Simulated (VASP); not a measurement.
Wanted: the native input for a VASP 6.6.1 run.

| Property | Result |
| --- | --- |
| Task | relaxation of cell and atoms |
| Functional | PBE |
| Potentials or basis | VASP PAW PBE potentials, release 64 (Al, Ga_d, As) |
| Cutoff | 600 eV |
| k mesh | 6 × 6 × 6 |
| Occupations | gaussian, width 0.1 eV |
| Spin | no spin polarisation |
| Dipole correction | no |
| Further INCAR settings | ALGO = Normal; EDIFF = 1e-06; IBRION = 2; EDIFFG = -0.04; NSW = 90; ISIF = 3 |

The structure of AlGa2As3 lies in POSCAR:

```
AlGa2As3
1.0
   -1.9421898000      1.9421898000      8.2400134700
    1.9421898000     -1.9421898000      8.2400134700
    1.9421898000      1.9421898000     -8.2400134700
Al Ga As
1 2 3
Direct
    0.5000000000      0.5000000000      0.0000000000
    0.8333333300      0.8333333300      0.0000000000
    0.1666666700      0.1666666700      0.0000000000
    0.5833333300      0.0833333300      0.5000000000
    0.2500000000      0.7500000000      0.5000000000
    0.9166666700      0.4166666700      0.5000000000
```

The input as run:

INCAR

```
ALGO = Normal
EDIFF = 1E-6
EDIFFG = -0.04
ENCUT = 600
GGA = PE
IBRION = 2
ISIF = 3
ISMEAR = 0
LASPH = True
LCHARG = False
LREAL = False
LWAVE = False
NELM = 80
NSW = 90
PREC = Accurate
SIGMA = 0.1
```

KPOINTS

```
k-points
0
Gamma
  6 6 6
```

Potentials or basis: VASP PAW PBE potentials, release 64 (Al, Ga_d, As).

Launch:

```bash
$ cat potpaw_PBE.64/Al/POTCAR potpaw_PBE.64/Ga_d/POTCAR potpaw_PBE.64/As/POTCAR > POTCAR
$ mpirun -np 1 vasp_std > vasp.out
```

Results of the run:

```yaml
Relaxed_volume: 23.69 Å³/atom
Relaxed_cell: a = 9.071 Å, b = 9.071 Å, c = 9.071 Å, α = 154.11°, β = 154.11°, γ = 36.94°
Space_group_after_relaxing_to_0.1_Å: I-4m2 (No. 119)
Energy_gained_by_relaxing: 94.1 meV/atom
Ionic_steps: 5
Pressure_after_relaxing: 0.1 GPa
Largest_force_after_relaxing: 0.032 eV/Å
Band_gap_on_the_k_mesh: 0.63 eV
```

It took 11 min on 1 thread of Intel(R) Xeon(R) 6975P-C (Granite Rapids), on a shared host, peak memory 0.82 GiB.
